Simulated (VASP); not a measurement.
# Zr (Fmmm) in VASP: single point with PBE

Aim: the single point of Zr with PBE.

Program: VASP 6.6.1. These are calculated values, not measurements. Logs are shortened: lines on timing, memory, paths and dates and some standing lists are left out, and cuts for length are marked.

**1. The cell of the first run**

Symmetry: Fmmm, No. 69, orthorhombic system. The conventional cell has a = 3.210 Å, b = 5.388 Å, c = 10.905 Å, α = 90.00°, β = 90.00°, γ = 90.00°. Zr (site symmetry mm2) has 11 Zr at 2.93 to 3.69 Å within 3.9 Å.

**2. Single point, PBE**

INCAR

```
ALGO = Fast ; EDIFF = 1E-6
ENCUT = 520 ; GGA = PE
ISIF = 2 ; ISMEAR = 0
LASPH = T ; LCHARG = T
LELF = T ; LREAL = F
LVHAR = T ; LWAVE = F
NBANDS = 19 ; NELM = 80
PREC = Accurate ; SIGMA = 0.1
```

KPOINTS

```
k-points
0
Gamma
  16 16 16
```

POSCAR

```
Zr
1.0
    0.0000000000      2.6937864331      5.4525501907
    1.6051511945      0.0000000000      5.4525501907
    1.6051511945      2.6937864331      0.0000000000
Zr
2
Direct
    0.8654835405      0.8654835405      0.1345164595
    0.1345164595      0.1345164595      0.8654835405
```

Potentials or basis: VASP PAW PBE potentials, release 64 (Zr_sv).

Started as:

```bash
$ cat potpaw_PBE.64/Zr_sv/POTCAR > POTCAR
$ mpirun -np 1 vasp_std > vasp.out
```

OUTCAR:

```text
EDIFF = 1E-6
   ENCUT = 520
   GGA = PE
   ISIF = 2
   ISMEAR = 0
   LASPH = T
   LREAL = F
   NELM = 80
   PREC = Accurate

 ion  position               nearest neighbor table
   1  0.865  0.865  0.135-   2 2.93   2 2.99   2 2.99   2 3.69   2 3.69
   2  0.135  0.135  0.865-   1 2.93   1 2.99   1 2.99   1 3.69   1 3.69

  LATTYP: Found a face centered orthorhombic cell.
 ALAT       =     3.2103023890
 B/A-ratio  =     1.6782135180
 C/A-ratio  =     3.3969075370

  Lattice vectors:

 A1 = (   0.0000000000,   2.6937864331,   5.4525501907)
 A2 = (   1.6051511945,   0.0000000000,   5.4525501907)
 A3 = (   1.6051511945,   2.6937864331,   0.0000000000)

Analysis of symmetry for initial positions (statically):
=====================================================================
 Subroutine PRICEL returns:
 Original cell was already a primitive cell.

 Routine SETGRP: Setting up the symmetry group for a
 face centered orthorhombic supercell.

 Subroutine GETGRP returns: Found  8 space group operations
 (whereof  8 operations were pure point group operations)
 out of a pool of  8 trial point group operations.

The static configuration has the point symmetry D_2h.

Analysis of symmetry for dynamics (positions and initial velocities):
=====================================================================
 Subroutine PRICEL returns:
 Original cell was already a primitive cell.

 Routine SETGRP: Setting up the symmetry group for a
 face centered orthorhombic supercell.

 Subroutine GETGRP returns: Found  8 space group operations
 (whereof  8 operations were pure point group operations)
 out of a pool of  8 trial point group operations.

The dynamic configuration has the point symmetry D_2h.

 Subroutine INISYM returns: Found  8 space group operations
 (whereof  8 operations are pure point group operations),
 and found     1 'primitive' translations

----------------------------------------------------------------------------------------

                                     Primitive cell

  volume of cell :      47.1529

  direct lattice vectors                    reciprocal lattice vectors
     0.000000000  2.693786433  5.452550191    -0.311497136  0.185612339  0.091700210
     1.605151195  0.000000000  5.452550191     0.311497136 -0.185612339  0.091700210
     1.605151195  2.693786433  0.000000000     0.311497136  0.185612339 -0.091700210

  length of vectors
     6.081676490  5.683908333  3.135760786     0.374020500  0.374020500  0.374020500

  position of ions in fractional coordinates (direct lattice)
     0.865483541  0.865483541  0.134516459
     0.134516459  0.134516459  0.865483541

  ion indices of the primitive-cell ions
   primitive index   ion index
                 1           1
                 2           2

----------------------------------------------------------------------------------------

 KPOINTS: k-points

Automatic generation of k-mesh.
 Grid dimensions read from file:
 generate k-points for:   16   16   16

 Generating k-lattice:

  Cartesian coordinates                     Fractional coordinates (reciprocal lattice)
    -0.019468571  0.011600771  0.005731263     0.062500000  0.000000000  0.000000000
     0.019468571 -0.011600771  0.005731263     0.000000000  0.062500000  0.000000000
     0.019468571  0.011600771 -0.005731263     0.000000000  0.000000000  0.062500000

  Length of vectors
     0.023376281  0.023376281  0.023376281

  Shift w.r.t. Gamma in fractional coordinates (k-lattice)
     0.000000000  0.000000000  0.000000000

 Subroutine IBZKPT returns following result:
 ===========================================

 Found    621 irreducible k-points:

 Following reciprocal coordinates:
            Coordinates               Weight
  0.000000  0.000000  0.000000      1.000000
  0.062500 -0.000000  0.000000      8.000000
  0.125000 -0.000000  0.000000      8.000000
  0.187500  0.000000  0.000000      8.000000
  0.250000 -0.000000  0.000000      8.000000
  0.312500  0.000000  0.000000      8.000000
[... 16 lines left out ...]
 -0.125000  0.062500 -0.000000      8.000000
 -0.062500  0.062500  0.000000      4.000000
 [... further k-points ...]
   k-points           NKPTS =    621   k-points in BZ     NKDIM =    621   number of bands    NBANDS=     19
   number of dos      NEDOS =    301   number of ions     NIONS =      2
   total plane-waves  NPLWV =  48384
   dimension x,y,z NGX =    48 NGY =   42 NGZ =   24
   dimension x,y,z NGXF=    96 NGYF=   84 NGZF=   48
   ions per type =               2
   NGX,Y,Z   is equivalent  to a cutoff of  13.12, 12.28, 12.72 a.u.
   NGXF,Y,Z  is equivalent  to a cutoff of  26.24, 24.57, 25.45 a.u.
 SYSTEM =  unknown system
   PREC   = accura    normal or accurate (medium, high low for compatibility)
   ISTART =      0    job   : 0-new  1-cont  2-samecut
   ICHARG =      2    charge: 1-file 2-atom 10-const
   ISPIN  =      1    spin polarized calculation?
   LNONCOLLINEAR =      F non collinear calculations
   LSORBIT =      F    spin-orbit coupling
   LASPH  =      T    aspherical Exc in radial PAW
   ENCUT  =  520.0 eV  38.22 Ry    6.18 a.u.  11.31 10.57  5.83*2*pi/ulx,y,z
   NELM   =     80;   NELMIN=  2; NELMDL= -5     # of ELM steps
   EDIFF  = 0.1E-05   stopping-criterion for ELM
   LREAL  =      F    real-space projection
[... 7 lines left out ...]
   TEBEG  =    0.0;   TEEND  =   0.0 temperature during run
   PSTRESS=    0.0 pullay stress
   NELECT =      24.0000    total number of electrons
   NUPDOWN=      -1.0000    fix difference up-down
   EMIN   =  10.00;   EMAX   =-10.00  energy-range for DOS
   EFERMI =   0.00;   METHOD = LEGACY
   ISMEAR =     0;   SIGMA  =   0.10  broadening in eV -4-tet -1-fermi 0-gaus
   EFERMI_NEDOS =   21; number of points for ismear=-14 and -15
   IALGO  =     68    algorithm
   IMIX   =      4    mixing-type and parameters
     AMIX     =   0.40;   BMIX     =  1.00
     AMIX_MAG =   1.60;   BMIX_MAG =  1.00
  volume/ion in A,a.u.               =      23.58       159.10
  Fermi-wavevector in a.u.,A,eV,Ry     =   1.307101  2.470062 23.245714  1.708512
  Thomas-Fermi vector in A             =   2.437858
   LORBIT       =      0    0 simple, 1 ext, 2 COOP (PROOUT), +10 PAW based schemes
   GGA     = PE    functional components
   LHFCALC =     F    Hartree Fock is set to
   AEXX    =    0.0000 exact exchange contribution
   IVDW    =     0    specifies the selected vdW correction
   LEPSILON=     F    determine dielectric tensor
   LRPA    =     F    only Hartree local field effects (RPA)
 non-spin polarized calculation
 RMM-DIIS sequential band-by-band and
 Gauss-broadening in eV      SIGMA  =   0.10
  energy-cutoff  :      520.00
  volume of cell :       47.15
 maximum number of plane-waves:      1289
 NGX is ok and might be reduce to    48
   NGX = 23   NGY = 21   NGZ = 11

 number of electron      24.0000000 magnetization

 Free energy of the ion-electron system (eV)
  ---------------------------------------------------
  ext. energy  EPLUGINS =         0.00000000
  ---------------------------------------------------
  free energy    TOTEN  =       -16.69542727 eV

  energy without entropy =      -16.68042768  energy(sigma->0) =      -16.68792747

 E-fermi :   8.5668     XC(G=0): -10.9878

 val. band max:        8.5632159415   @ k =  -0.1250   0.3750   0.3750
 cond. band min:       8.5670583748   @ k =  -0.2500   0.2500   0.3125
 fundamental gap:      0.0038424333
 Fermi energy:         8.5668124602

 k-point     1 :       0.0000    0.0000    0.0000
  band No.  band energies     occupation
      1     -40.0471      2.00000
      2     -39.8697      2.00000
      3     -18.7025      2.00000
      4     -17.6502      2.00000
      5     -17.5452      2.00000
      6     -17.5204      2.00000
[... 11 lines left out ...]
     18      11.4971      0.00000
     19      12.7282      0.00000

 k-point     2 :       0.0625   -0.0000    0.0000
  band No.  band energies     occupation
      1     -40.0416      2.00000
      2     -39.8672      2.00000
      3     -18.6903      2.00000
      4     -17.6828      2.00000
      5     -17.5667      2.00000
      6     -17.5381      2.00000
[... 11 lines left out ...]
     18      11.6088      0.00000
     19      12.9605      0.00000

 k-point     3 :       0.1250   -0.0000    0.0000
  band No.  band energies     occupation
      1     -40.0260      2.00000
      2     -39.8602      2.00000
      3     -18.6554      2.00000
      4     -17.7726      2.00000
      5     -17.6528      2.00000
      6     -17.5615      2.00000
[... 11 lines left out ...]
     18      11.7046      0.00000
     19      13.2907      0.00000

 k-point     4 :       0.1875    0.0000    0.0000
  band No.  band energies     occupation
      1     -40.0020      2.00000
      2     -39.8502      2.00000
      3     -18.6034      2.00000
      4     -17.9051      2.00000
      5     -17.7802      2.00000
      6     -17.5928      2.00000
[... 11 lines left out ...]
     18      11.6873      0.00000
     19      13.0942      0.00000

 k-point     5 :       0.2500   -0.0000    0.0000
  band No.  band energies     occupation
      1     -39.9727      2.00000
      2     -39.8393      2.00000
      3     -18.5451      2.00000
      4     -18.0611      2.00000
      5     -17.9169      2.00000
      6     -17.6354      2.00000
[... 11 lines left out ...]
     18      11.9671      0.00000
     19      12.8910      0.00000
[... 334 lines left out ...]
      2     -39.8249      2.00000
      3     -18.5266      2.00000
      4     -18.1974      2.00000
      5     -18.0498      2.00000
      6     -17.6711      2.00000
[... 11 lines left out ...]
     18      12.5896      0.00000
     19      12.8454      0.00000

 k-point    22 :      -0.1875    0.0625    0.0000
  band No.  band energies     occupation
      1     -39.9767      2.00000
      2     -39.8352      2.00000
      3     -18.5708      2.00000
      4     -18.0455      2.00000
      5     -17.9321      2.00000
      6     -17.6280      2.00000
[... 11 lines left out ...]
     18      11.9514      0.00000
     19      12.9337      0.00000

 k-point    23 :      -0.1250    0.0625   -0.0000
  band No.  band energies     occupation
      1     -40.0049      2.00000
      2     -39.8472      2.00000
      3     -18.6228      2.00000
      4     -17.8951      2.00000
      5     -17.7888      2.00000
      6     -17.5918      2.00000
[... 11 lines left out ...]
     18      11.6124      0.00000
     19      13.1323      0.00000

 k-point    24 :      -0.0625    0.0625    0.0000
  band No.  band energies     occupation
      1     -40.0275      2.00000
      2     -39.8586      2.00000
      3     -18.6658      2.00000
      4     -17.7683      2.00000
      5     -17.6559      2.00000
      6     -17.5624      2.00000
[... 11 lines left out ...]
     18      11.6620      0.00000
     19      13.3116      0.00000

 [... further k-points ...]

------------------------ aborting loop because EDIFF is reached ----------------------------------------

  FORCE on cell =-STRESS in cart. coord.  units (eV):
  Direction    XX          YY          ZZ          XY          YZ          ZX
  --------------------------------------------------------------------------------------
  -------------------------------------------------------------------------------------
  Total        0.0107056      0.0116043      0.0010006      0.0000000      0.0000000      0.0000000
  in kB        0.3637587      0.3942945      0.0339980      0.0000000      0.0000000      0.0000000
  external PRESSURE =       0.2640170 kB  Pullay stress =       0.0000000 kB

 VOLUME and BASIS-vectors are now :
 -----------------------------------------------------------------------------
  energy-cutoff  :      520.00
  volume of cell :       47.15
      direct lattice vectors                 reciprocal lattice vectors
     0.000000000  2.693786433  5.452550191    -0.311497136  0.185612339  0.091700210
     1.605151195  0.000000000  5.452550191     0.311497136 -0.185612339  0.091700210
     1.605151195  2.693786433  0.000000000     0.311497136  0.185612339 -0.091700210

 POSITION                                       TOTAL-FORCE (eV/Angst)
 -----------------------------------------------------------------------------------
      1.60515      2.69379      9.43818         0.000000      0.000000     -0.004638
      1.60515      2.69379      1.46692         0.000000      0.000000      0.004638
 -----------------------------------------------------------------------------------
    total drift:                                0.000000      0.000000      0.000000

  FREE ENERGIE OF THE ION-ELECTRON SYSTEM (eV)
  ---------------------------------------------------
  free  energy   TOTEN  =       -16.6954272678 eV

  energy  without entropy=      -16.6804276809  energy(sigma->0) =      -16.68792747
```

Run time: 10 min. Hardware: 1 thread of Intel Xeon 6975P-C (Granite Rapids), shared host; peak memory 0.57 GiB.

What came out:

```yaml
Free_energy: -16.6954 eV
Pressure: 0.0 GPa
Largest_force: 0.005 eV/Å
Band_gap_on_the_k_mesh: zero (bands 12 and 13 overlap by 1.56 eV)
```

Forces in eV/Å, atoms in the order of the input:
```
Zr   0.000  0.000 -0.005
Zr   0.000  0.000  0.005
```

Levels at points of the mesh, in eV from the Fermi level:
| k point | band 10 | band 11 | band 12 | band 13 | band 14 | band 15 |
| --- | --- | --- | --- | --- | --- | --- |
| (0.00, 0.00, 0.00) | -2.47 | -0.59 | 0.99 | 1.02 | 1.49 | 1.61 |
| (0.50, 0.00, 0.00) | -2.35 | -1.28 | -0.90 | 1.04 | 1.90 | 2.42 |
| (0.50, 0.50, 0.00) | -3.78 | -1.11 | 0.70 | 1.02 | 1.85 | 1.86 |
| (0.50, 0.00, 0.50) | -2.72 | -1.86 | 0.56 | 1.01 | 1.86 | 3.06 |
| (0.00, 0.50, 0.50) | -1.67 | -1.57 | -1.18 | 0.69 | 0.98 | 3.23 |
